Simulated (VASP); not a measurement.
Wanted: the native input for a VASP 6.6.1 run.

```yaml
Task: single point
Functional: r2SCAN
Potentials_or_basis: VASP PAW PBE potentials, release 64 (Re)
Cutoff: 660 eV
k_mesh: 7 × 7 × 4, shifted
Occupations: gaussian, width 0.01 eV
Spin: no spin polarisation
Dipole_correction: no
Further_INCAR_settings: ALGO = Normal; EDIFF = 1e-06; NBANDS = 14
```

Re:

```
Re
1.0
     2.76080    0.00000    0.00000
    -1.38040    2.39092    0.00000
     0.00000    0.00000    4.45820
Re
2
Direct
  0.33333 0.66667 0.20514
  0.66667 0.33333 0.75000
```

The input as run:

POSCAR

```
Re
1.0
    2.7608000000      0.0000000000      0.0000000000
   -1.3804000000      2.3909229300      0.0000000000
    0.0000000000      0.0000000000      4.4582000000
Re
2
Direct
    0.3333333333      0.6666666667      0.2051388453
    0.6666666667      0.3333333333      0.7500000000
```

INCAR.step1

```
SYSTEM = Re
PREC = Accurate
ENCUT = 660
ISMEAR = 0
SIGMA = 0.01
LREAL = .FALSE.
LASPH = .TRUE.
NELM = 120
NBANDS = 14
GGA = PE
ALGO = Normal
EDIFF = 1E-5
LWAVE = .TRUE.
LCHARG = .FALSE.
GGA_COMPAT = .FALSE.
```

INCAR.step2

```
SYSTEM = Re
PREC = Accurate
ENCUT = 660
EDIFF = 1E-6
ISMEAR = 0
SIGMA = 0.01
LREAL = .FALSE.
LASPH = .TRUE.
NELM = 120
ALGO = Normal
ISIF = 2
LWAVE = .FALSE.
LCHARG = .FALSE.
METAGGA = R2SCAN
LMIXTAU = .TRUE.
NBANDS = 14
ISTART = 1
GGA_COMPAT = .FALSE.
```

KPOINTS

```
Automatic mesh
0
Gamma
  7 7 4
  0 0 0.5
```

Potentials or basis: VASP PAW PBE potentials, release 64 (Re).

Command:

```bash
$ cat potpaw_PBE.64/Re/POTCAR > POTCAR
$ cp INCAR.step1 INCAR
$ mpirun -np 1 vasp_std > vasp.out
$ cp INCAR.step2 INCAR
$ mpirun -np 1 vasp_std > vasp.out
```

It gave:

- Pressure: 6.7 GPa
- Largest force: 1.950 eV/Å
- Band gap on the k mesh: zero (bands 7 and 8 overlap by 2.40 eV)

Caveat: the k points lie up to 0.38 Å⁻¹ apart, too coarse for converged energies and pressures of a metal; the PAW data sets were made with another functional, which shifts forces and pressure a little; spin-orbit coupling is left out, which moves the levels of the heavy elements.

Wall time 82 s on 1 thread of Intel Xeon 8259CL (shared host), peak memory 0.17 GiB.
